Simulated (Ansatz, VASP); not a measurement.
One calculation of PtS2, two programs

Contents of INCAR:

```
  PREC = Accurate
  ENCUT = 520
  EDIFF = 1E-6
  ISMEAR = 0
  SIGMA = 0.02
  LREAL = False
  LASPH = True
  NELM = 60
  ALGO = Normal
  ISIF = 2
  LWAVE = False
  LCHARG = False
  GGA = PS
  NBANDS = 18
```

Contents of KPOINTS:

```
Automatic mesh
0
Gamma
  12 12 8
```

The input POSCAR:

```
PtS2
1.0
    3.5713268725      0.0000000001      0.0000000000
   -1.7856634363      3.0928597968      0.0000000000
    0.0000000000      0.0000000000      4.7682758052
Pt S
1 2
Direct
    0.0000000000      0.0000000000      0.0000000000
    0.3333333333      0.6666666667      0.2509462046
    0.6666666667      0.3333333333      0.7490537954
```

Input for Ansatz:

```yaml
crystal:
  lattice:
    - [3.5713268725, 1.0e-10, 0.0]
    - [-1.7856634363, 3.0928597968, 0.0]
    - [0.0, 0.0, 4.7682758052]
  atoms:
    - { symbol: Pt, position: [0.0, 0.0, 0.0] }
    - { symbol: S, position: [0.3333333333, 0.6666666667, 0.2509462046] }
    - { symbol: S, position: [0.6666666667, 0.3333333333, 0.7490537954] }
basis:
  ecutwfc: 420
kpoints:
  mp_grid: { grid: [12, 12, 8] }
  band_path: { path: [VBM, CBM], npoints: 2 }
hamiltonian:
  xc: pbesol
scf:
  occupations: { method: gaussian, width: 0.02 }
output:
  forces: true
  stress: true
  eigenvalues: true
```

Alike in both runs: task single point; functional PBEsol; k mesh 12 × 12 × 8; occupations gaussian, width 0.02 eV; no spin polarisation.

|  | VASP | Ansatz |
| --- | --- | --- |
| version | VASP 6.6.1 | Ansatz 0.2.0 |
| potentials or method | VASP PAW PBE potentials, release 64 (Pt, S), cutoff 520 eV | scalar-relativistic, plane waves, PAW |
| valence electrons in the cell | 22 | 30 |

|  | VASP | Ansatz | Ansatz less VASP |
| --- | --- | --- | --- |
| gap on the k mesh at the Fermi level (eV) | 0.25 | 0.24 | -0.009 |
| least direct gap on the mesh (eV) | 0.67 | 0.67 | -0.008 |
| pressure (GPa) | -0.2 | 0.0 | +0.25 |
| traceless stress, the component that is largest in VASP (GPa) | 0.12 | -0.01 | -0.136 |
| rms of the force components (eV/Å) | 0.011 | 0.001 | -0.0093 |

VASP's potentials were made for PBE, not for PBEsol. Atom by atom the forces differ by 0.012 eV/Å (rms over components). VASP's potentials hold 22 valence electrons a cell and Ansatz's 30, so a difference there can come from the potentials and not from the codes.

Neither program's run includes spin-orbit coupling.
